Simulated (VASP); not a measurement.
# TaSi (P-3m1) in VASP: notebook

The runs below take TaSi through relaxation of cell and atoms, single point, with PBE.

Everything below comes from runs of VASP 6.6.1. Logs are shortened: lines on timing, memory, paths and dates and some standing lists are left out, and cuts for length are marked.

## 1. The cell of the first run

Symmetry: P-3m1, No. 164, trigonal system. The conventional cell has a = 3.429 Å, b = 3.429 Å, c = 6.715 Å, α = 90.00°, β = 90.00°, γ = 120.00°. Within 3.4 Å of Ta (site symmetry 3m) lie 4 Si at 2.61 to 2.94 Å and 3 Ta at 2.86 Å. Within 3.1 Å of Si (site symmetry 3m) lie 3 Si at 2.34 Å and 4 Ta at 2.61 to 2.94 Å.

## 2. Relaxation of cell and atoms, PBE

Input file INCAR:

```
ALGO = Normal
EDIFF = 1E-7
EDIFFG = -0.01
ENCUT = 600
GGA = PE
IBRION = 2
ISIF = 3
ISMEAR = 0
LASPH = T
LCHARG = F
LREAL = F
LWAVE = F
NELM = 100
NSW = 100
PREC = Accurate
SIGMA = 0.1
```

Input file KPOINTS:

```
k-points
0
Gamma
  18 18 8
```

Input file POSCAR:

```
TaSi
1.0
    3.4292379864      0.0000000000      0.0000000000
   -1.7146189932      2.9698072118      0.0000000000
    0.0000000000      0.0000000000      6.7146763962
Ta Si
2 2
Direct
    0.3333333333      0.6666666667      0.8459511165
    0.6666666667      0.3333333333      0.1540488835
    0.3333333333      0.6666666667      0.4075703654
    0.6666666667      0.3333333333      0.5924296346
```

Potentials or basis: VASP PAW PBE potentials, release 64 (Ta_pv, Si).

Started as:

```
$ cat potpaw_PBE.64/Ta_pv/POTCAR potpaw_PBE.64/Si/POTCAR > POTCAR
$ mpirun -np 1 vasp_std > vasp.out
```

OUTCAR:

```text
EDIFF = 1E-7
   EDIFFG = -0.01
   ENCUT = 600
   GGA = PE
   IBRION = 2
   ISIF = 3
   ISMEAR = 0
   LASPH = T
   LREAL = F
   NELM = 100
   NSW = 100
   PREC = Accurate

 ion  position               nearest neighbor table
   1  0.333  0.667  0.846-   4 2.61   4 2.61   4 2.61   2 2.86   2 2.86   2 2.86   3 2.94
   2  0.667  0.333  0.154-   3 2.61   3 2.61   3 2.61   1 2.86   1 2.86   1 2.86   4 2.94
   3  0.333  0.667  0.408-   4 2.34   4 2.34   4 2.34   2 2.61   2 2.61   2 2.61   1 2.94
   4  0.667  0.333  0.592-   3 2.34   3 2.34   3 2.34   1 2.61   1 2.61   1 2.61   2 2.94

  LATTYP: Found a hexagonal cell.
 ALAT       =     3.4292379864
 C/A-ratio  =     1.9580666092

  Lattice vectors:

 A1 = (   3.4292379864,   0.0000000000,   0.0000000000)
 A2 = (  -1.7146189932,   2.9698072118,   0.0000000000)
 A3 = (   0.0000000000,   0.0000000000,   6.7146763962)

Analysis of symmetry for initial positions (statically):
=====================================================================
 Subroutine PRICEL returns:
 Original cell was already a primitive cell.

 Routine SETGRP: Setting up the symmetry group for a
 hexagonal supercell.

 Subroutine GETGRP returns: Found 12 space group operations
 (whereof 12 operations were pure point group operations)
 out of a pool of 24 trial point group operations.

The static configuration has the point symmetry D_3d.

Analysis of symmetry for dynamics (positions and initial velocities):
=====================================================================
 Subroutine PRICEL returns:
 Original cell was already a primitive cell.

 Routine SETGRP: Setting up the symmetry group for a
 hexagonal supercell.

 Subroutine GETGRP returns: Found 12 space group operations
 (whereof 12 operations were pure point group operations)
 out of a pool of 24 trial point group operations.

The dynamic configuration has the point symmetry D_3d.

 Subroutine INISYM returns: Found 12 space group operations
 (whereof 12 operations are pure point group operations),
 and found     1 'primitive' translations

----------------------------------------------------------------------------------------

                                     Primitive cell

  volume of cell :      68.3834

  direct lattice vectors                    reciprocal lattice vectors
     3.429237986  0.000000000  0.000000000     0.291609974  0.168361097  0.000000000
    -1.714618993  2.969807212  0.000000000     0.000000000  0.336722194  0.000000000
     0.000000000  0.000000000  6.714676396     0.000000000  0.000000000  0.148927505

  length of vectors
     3.429237986  3.429237986  6.714676396     0.336722194  0.336722194  0.148927505

  position of ions in fractional coordinates (direct lattice)
     0.333333333  0.666666667  0.845951116
     0.666666667  0.333333333  0.154048884
     0.333333333  0.666666667  0.407570365
     0.666666667  0.333333333  0.592429635

  ion indices of the primitive-cell ions
   primitive index   ion index
                 1           1
                 2           2
                 3           3
                 4           4

----------------------------------------------------------------------------------------

 KPOINTS: k-points

Automatic generation of k-mesh.
 Grid dimensions read from file:
 generate k-points for:   18   18    8

 Generating k-lattice:

  Cartesian coordinates                     Fractional coordinates (reciprocal lattice)
     0.016200554  0.009353394  0.000000000     0.055555556 -0.000000000  0.000000000
     0.000000000  0.018706789  0.000000000     0.000000000  0.055555556  0.000000000
     0.000000000  0.000000000  0.018615938     0.000000000  0.000000000  0.125000000

  Length of vectors
     0.018706789  0.018706789  0.018615938

  Shift w.r.t. Gamma in fractional coordinates (k-lattice)
     0.000000000  0.000000000  0.000000000

 Subroutine IBZKPT returns following result:
 ===========================================

 Found    266 irreducible k-points:

 Following reciprocal coordinates:
            Coordinates               Weight
  0.000000  0.000000  0.000000      1.000000
  0.055556  0.000000  0.000000      6.000000
  0.111111  0.000000  0.000000      6.000000
  0.166667  0.000000  0.000000      6.000000
  0.222222  0.000000  0.000000      6.000000
  0.277778  0.000000  0.000000      6.000000
[... 16 lines left out ...]
  0.333333  0.111111  0.000000     12.000000
  0.388889  0.111111  0.000000     12.000000
 [... further k-points ...]
   k-points           NKPTS =    266   k-points in BZ     NKDIM =    266   number of bands    NBANDS=     19
   number of dos      NEDOS =    301   number of ions     NIONS =      4
   total plane-waves  NPLWV =  42336
   dimension x,y,z NGX =    28 NGY =   28 NGZ =   54
   dimension x,y,z NGXF=    56 NGYF=   56 NGZF=  108
   ions per type =               2   2
   NGX,Y,Z   is equivalent  to a cutoff of  13.57, 13.57, 13.37 a.u.
   NGXF,Y,Z  is equivalent  to a cutoff of  27.15, 27.15, 26.74 a.u.
 SYSTEM =  unknown system
   PREC   = accura    normal or accurate (medium, high low for compatibility)
   ISTART =      0    job   : 0-new  1-cont  2-samecut
   ICHARG =      2    charge: 1-file 2-atom 10-const
   ISPIN  =      1    spin polarized calculation?
   LNONCOLLINEAR =      F non collinear calculations
   LSORBIT =      F    spin-orbit coupling
   LASPH  =      T    aspherical Exc in radial PAW
   ENCUT  =  600.0 eV  44.10 Ry    6.64 a.u.   6.85  6.85 13.41*2*pi/ulx,y,z
   NELM   =    100;   NELMIN=  2; NELMDL= -5     # of ELM steps
   EDIFF  = 0.1E-06   stopping-criterion for ELM
   LREAL  =      F    real-space projection
   EDIFFG = -.1E-01   stopping-criterion for IOM
   NSW    =    100    number of steps for IOM
   IBRION =      2    ionic relax: 0-MD 1-quasi-New 2-CG
   NFREE  =      1    steps in history (QN), initial steepest desc. (CG)
   ISIF   =      3    stress and relaxation
   ISYM   =      2    0-nonsym 1-usesym 2-fastsym
   POTIM  = 0.5000    time-step for ionic-motion
   TEBEG  =    0.0;   TEEND  =   0.0 temperature during run
   PSTRESS=    0.0 pullay stress
   NELECT =      30.0000    total number of electrons
   NUPDOWN=      -1.0000    fix difference up-down
   EMIN   =  10.00;   EMAX   =-10.00  energy-range for DOS
   EFERMI =   0.00;   METHOD = LEGACY
   ISMEAR =     0;   SIGMA  =   0.10  broadening in eV -4-tet -1-fermi 0-gaus
   EFERMI_NEDOS =   21; number of points for ismear=-14 and -15
   IALGO  =     38    algorithm
   IMIX   =      4    mixing-type and parameters
     AMIX     =   0.40;   BMIX     =  1.00
     AMIX_MAG =   1.60;   BMIX_MAG =  1.00
  volume/ion in A,a.u.               =      17.10       115.37
  Fermi-wavevector in a.u.,A,eV,Ry     =   1.243937  2.350699 21.053361  1.547378
  Thomas-Fermi vector in A             =   2.378225
   LORBIT       =      0    0 simple, 1 ext, 2 COOP (PROOUT), +10 PAW based schemes
   GGA     = PE    functional components
   LHFCALC =     F    Hartree Fock is set to
   AEXX    =    0.0000 exact exchange contribution
   IVDW    =     0    specifies the selected vdW correction
   LEPSILON=     F    determine dielectric tensor
   LRPA    =     F    only Hartree local field effects (RPA)
 conjugate gradient relaxation of ions
 non-spin polarized calculation
 Gauss-broadening in eV      SIGMA  =   0.10
  energy-cutoff  :      600.00
  volume of cell :       68.38
 maximum number of plane-waves:      2300
   NGX = 13   NGY = 13   NGZ = 27

--------------------------------------- Ionic step        1  -------------------------------------------

 number of electron      30.0000000 magnetization

 Free energy of the ion-electron system (eV)
  ---------------------------------------------------
  ext. energy  EPLUGINS =         0.00000000
  ---------------------------------------------------
  free energy    TOTEN  =       -34.11321073 eV

  energy without entropy =      -34.10205317  energy(sigma->0) =      -34.10763195

------------------------ aborting loop because EDIFF is reached ----------------------------------------

  FORCE on cell =-STRESS in cart. coord.  units (eV):
  Direction    XX          YY          ZZ          XY          YZ          ZX
  --------------------------------------------------------------------------------------
  -------------------------------------------------------------------------------------
  Total        0.0790949      0.0790949     -0.1366316     -0.0000000      0.0000000      0.0000000
  in kB        1.8531403      1.8531403     -3.2011856     -0.0000000      0.0000000      0.0000000
  external PRESSURE =       0.1683650 kB  Pullay stress =       0.0000000 kB
[... 137 lines left out ...]
  energy  without entropy=      -34.1028564153  energy(sigma->0) =      -34.10831076

--------------------------------------- Ionic step        5  -------------------------------------------

 number of electron      30.0000000 magnetization

 Free energy of the ion-electron system (eV)
  ---------------------------------------------------
  ext. energy  EPLUGINS =         0.00000000
  ---------------------------------------------------
  free energy    TOTEN  =       -34.11377131 eV

  energy without entropy =      -34.10286306  energy(sigma->0) =      -34.10831719

 E-fermi :   6.9600     XC(G=0): -11.6245

 val. band max:        6.9568974496   @ k =   0.1667   0.1667   0.2500
 cond. band min:       6.9637764208   @ k =  -0.0556   0.2778   0.1250
 fundamental gap:      0.0068789712
 Fermi energy:         6.9600252900

 k-point     1 :       0.0000    0.0000    0.0000
  band No.  band energies     occupation
      1     -27.4562      2.00000
      2     -27.2133      2.00000
      3     -27.2133      2.00000
      4     -27.0294      2.00000
      5     -27.0294      2.00000
      6     -26.9166      2.00000
[... 11 lines left out ...]
     18       9.5512      0.00000
     19       9.5512      0.00000
[... 489 lines left out ...]
      3     -27.3204      2.00000
      4     -27.0608      2.00000
      5     -27.0235      2.00000
      6     -26.9515      2.00000
[... 11 lines left out ...]
     18       9.2467      0.00000
     19      10.5433      0.00000

 [... further k-points ...]
[... 5 lines left out ...]
  --------------------------------------------------------------------------------------
  -------------------------------------------------------------------------------------
  Total       -0.0100667     -0.0100667     -0.0318417     -0.0000000      0.0000000      0.0000000
  in kB       -0.2356071     -0.2356071     -0.7452416     -0.0000000      0.0000000      0.0000000
  external PRESSURE =      -0.4054853 kB  Pullay stress =       0.0000000 kB
[... 19 lines left out ...]
  FREE ENERGIE OF THE ION-ELECTRON SYSTEM (eV)
  ---------------------------------------------------
  free  energy   TOTEN  =       -34.1137713102 eV

  energy  without entropy=      -34.1028630623  energy(sigma->0) =      -34.10831719

 reached required accuracy - stopping structural energy minimisation
```

It took 7.6 min on 1 thread of Intel Xeon 6975P-C (Granite Rapids), shared host; peak memory 0.5 GiB.

What came out:

```yaml
Free_energy: -34.1138 eV
Relaxed_volume: 17.11 Å³/atom
Relaxed_cell: a = 3.436 Å, b = 3.436 Å, c = 6.697 Å, α = 90.00°, β = 90.00°, γ = 120.00°
Space_group_after_relaxing_to_0.05_Å: P-3m1 (No. 164)
Energy_gained_by_relaxing: 0.1 meV/atom
Ionic_steps: 5
Pressure_after_relaxing: 0.0 GPa
Largest_force_after_relaxing: 0.005 eV/Å
Band_gap_on_the_k_mesh: zero (band 15 reaches 7.98 eV, above the bottom of band 16 at 6.67 eV)
```

Forces in eV/Å, atoms in the order of the input:
```
Ta   0.000  0.000 -0.005
Ta   0.000  0.000  0.005
Si   0.000  0.000 -0.003
Si   0.000  0.000  0.003
```

Step by step:
```
step  energy change (eV)  largest force (eV/Å)  pressure (GPa)  volume (Å³)
   1              0.0000                0.0527            0.02        68.38
   2             -0.0005                0.0081            0.04        68.40
   3             -0.0005                0.0129            0.06        68.41
   4             -0.0006                0.0013           -0.09        68.48
   5             -0.0006                0.0047           -0.04        68.46
```

Final structure:
```
Ta Si
1.0
     3.43553    0.00000    0.00000
    -1.71776    2.97526    0.00000
     0.00000    0.00000    6.69718
Ta Si
2 2
Direct
  0.33333 0.66667 0.84646
  0.66667 0.33333 0.15354
  0.33333 0.66667 0.40784
  0.66667 0.33333 0.59216
```

Caveat: spin-orbit coupling is left out, which moves the levels of the heavy elements.

## 3. Single point, PBE

Input file INCAR:

```
SYSTEM = TaSi
PREC = Accurate
ENCUT = 520
EDIFF = 1E-7
ISMEAR = 0
SIGMA = 0.1
LREAL = .FALSE.
LASPH = .TRUE.
NELM = 80
ALGO = Normal
ISIF = 2
LWAVE = .FALSE.
LCHARG = .TRUE.
GGA = PE
LELF = .TRUE.
LVHAR = .TRUE.
NBANDS = 23
```

Input file KPOINTS:

```
Automatic mesh
0
G
  6 6 2
  0 0 0
```

Input file POSCAR:

```
TaSi
1.0
    3.4207687403      0.0000000000      0.0000000000
   -1.7103843701      2.9624726296      0.0000000000
    0.0000000000      0.0000000000      6.7390374720
Ta Si
2 2
Direct
    0.3333333333      0.6666666667      0.8442636606
    0.6666666667      0.3333333333      0.1557363394
    0.3333333333      0.6666666667      0.4076166605
    0.6666666667      0.3333333333      0.5923833395
```

Potentials or basis: VASP PAW PBE potentials, release 64 (Ta_pv, Si).

Started as:

```
$ cat potpaw_PBE.64/Ta_pv/POTCAR potpaw_PBE.64/Si/POTCAR > POTCAR
$ mpirun -np 1 vasp_std > vasp.out
```

OUTCAR:

```text
SYSTEM = TaSi
   PREC = Accurate
   ENCUT = 520
   EDIFF = 1E-7
   ISMEAR = 0
   LREAL = .FALSE.
   LASPH = .TRUE.
   NELM = 80
   ISIF = 2
   GGA = PE

 ion  position               nearest neighbor table
   1  0.333  0.667  0.844-   4 2.60   4 2.60   4 2.60   2 2.88   2 2.88   2 2.88   3 2.94
   2  0.667  0.333  0.156-   3 2.60   3 2.60   3 2.60   1 2.88   1 2.88   1 2.88   4 2.94
   3  0.333  0.667  0.408-   4 2.33   4 2.33   4 2.33   2 2.60   2 2.60   2 2.60   1 2.94
   4  0.667  0.333  0.592-   3 2.33   3 2.33   3 2.33   1 2.60   1 2.60   1 2.60   2 2.94

  LATTYP: Found a hexagonal cell.
 ALAT       =     3.4207687403
[... 551 lines left out ...]
  --------------------------------------------------------------------------------------
  -------------------------------------------------------------------------------------
  Total        0.0485155      0.0485155     -0.0259280      0.0000000      0.0000000      0.0000000
  in kB        1.1381908      1.1381908     -0.6082807      0.0000000      0.0000000      0.0000000
  external PRESSURE =       0.5560336 kB  Pullay stress =       0.0000000 kB

 VOLUME and BASIS-vectors are now :
 -----------------------------------------------------------------------------
  energy-cutoff  :      520.00
  volume of cell :       68.29
      direct lattice vectors                 reciprocal lattice vectors
     3.420768740  0.000000000  0.000000000     0.292331951  0.168777931  0.000000000
    -1.710384370  2.962472630  0.000000000     0.000000000  0.337555861  0.000000000
     0.000000000  0.000000000  6.739037472     0.000000000  0.000000000  0.148389144

 POSITION                                       TOTAL-FORCE (eV/Angst)
 -----------------------------------------------------------------------------------
     -0.00000      1.97498      5.68952         0.000000     -0.000000      0.028571
      1.71038      0.98749      1.04951         0.000000      0.000000     -0.028571
     -0.00000      1.97498      2.74694        -0.000000      0.000000      0.017553
      1.71038      0.98749      3.99209        -0.000000     -0.000000     -0.017553
 -----------------------------------------------------------------------------------
    total drift:                                0.000000      0.000000      0.000000

  FREE ENERGIE OF THE ION-ELECTRON SYSTEM (eV)
  ---------------------------------------------------
  free  energy   TOTEN  =       -34.1279061909 eV

  energy  without entropy=      -34.1191768445  energy(sigma->0) =      -34.12354152
```

OSZICAR:

```text
N       E                     dE             d eps       ncg     rms          rms(c)
DAV:   1     0.209230623661E+03    0.20923E+03   -0.15544E+04   644   0.124E+03
DAV:   2    -0.278845385805E+02   -0.23712E+03   -0.22853E+03   736   0.340E+02
DAV:   3    -0.356082646014E+02   -0.77237E+01   -0.74806E+01   830   0.546E+01
DAV:   4    -0.357269644075E+02   -0.11870E+00   -0.11835E+00   802   0.638E+00
DAV:   5    -0.357287017574E+02   -0.17373E-02   -0.17371E-02   788   0.743E-01    0.188E+01
DAV:   6    -0.343770238824E+02    0.13517E+01   -0.45960E+00   778   0.126E+01    0.892E+00
DAV:   7    -0.341638719061E+02    0.21315E+00   -0.12296E+00   729   0.589E+00    0.383E+00
DAV:   8    -0.341305310190E+02    0.33341E-01   -0.14793E-01   779   0.250E+00    0.547E-01
DAV:   9    -0.341279640584E+02    0.25670E-02   -0.12674E-02   832   0.777E-01    0.246E-01
DAV:  10    -0.341279002852E+02    0.63773E-04   -0.15205E-03   807   0.267E-01    0.978E-02
DAV:  11    -0.341279104781E+02   -0.10193E-04   -0.22223E-04   749   0.119E-01    0.340E-02
DAV:  12    -0.341279080892E+02    0.23889E-05   -0.21474E-05   749   0.369E-02    0.146E-02
DAV:  13    -0.341279062087E+02    0.18805E-05   -0.50396E-06   868   0.151E-02    0.399E-03
DAV:  14    -0.341279061909E+02    0.17832E-07   -0.85998E-07   756   0.621E-03
   1 F= -.34127906E+02 E0= -.34123542E+02  d E =-.872935E-02
```

stdout:

```text
POSCAR found type information on POSCAR TaSi
 POSCAR found :  2 types and       4 ions
 scaLAPACK will be used
 LDA part: xc-table for (Slater+PW92), standard interpolation
 POSCAR, INCAR and KPOINTS ok, starting setup
 FFT: planning ... GRIDC
 FFT: planning ... GRID_SOFT
 FFT: planning ... GRID
 WAVECAR not read
 entering main loop
```

Run time: 18 s. Hardware: 1 thread of Intel Xeon Platinum 8375C at 2.90GHz (Ice Lake), shared host; peak memory 0.19 GiB.

What came out:

```yaml
Free_energy: -34.1279 eV
Pressure: 0.1 GPa
Largest_force: 0.029 eV/Å
Band_gap_on_the_k_mesh: zero (band 15 reaches 7.87 eV, above the bottom of band 16 at 6.77 eV)
```

Forces on the atoms (eV/Å):
```
Ta   0.000  0.000  0.029
Ta   0.000  0.000 -0.029
Si   0.000  0.000  0.018
Si   0.000  0.000 -0.018
```

Stress tensor (GPa, compression positive):
```
 0.11  0.00  0.00
 0.00  0.11  0.00
 0.00  0.00 -0.06
```

Levels at points of the mesh, in eV from the Fermi level:
```tsv
k point	band 11	band 12	band 13	band 14	band 15	band 16	band 17	band 18	band 19	band 20
(0.00, 0.00, 0.00)	-0.98	-0.98	-0.91	-0.91	-0.35	-0.35	0.92	2.41	2.41	3.38
(0.50, 0.00, 0.00)	-3.23	-2.81	-2.45	-1.43	0.75	1.05	1.11	1.87	2.89	3.17
(0.00, 0.00, 0.50)	-1.55	-1.55	-0.56	-0.56	0.72	0.84	0.84	1.05	1.05	2.20
(0.50, 0.00, 0.50)	-2.83	-2.51	-1.83	-1.43	-0.85	0.15	2.91	3.16	3.44	3.49
```

Caveat: the k points lie up to 0.47 Å⁻¹ apart; spin-orbit coupling is left out, which moves the levels of the heavy elements.

[end of part 1 of 2]
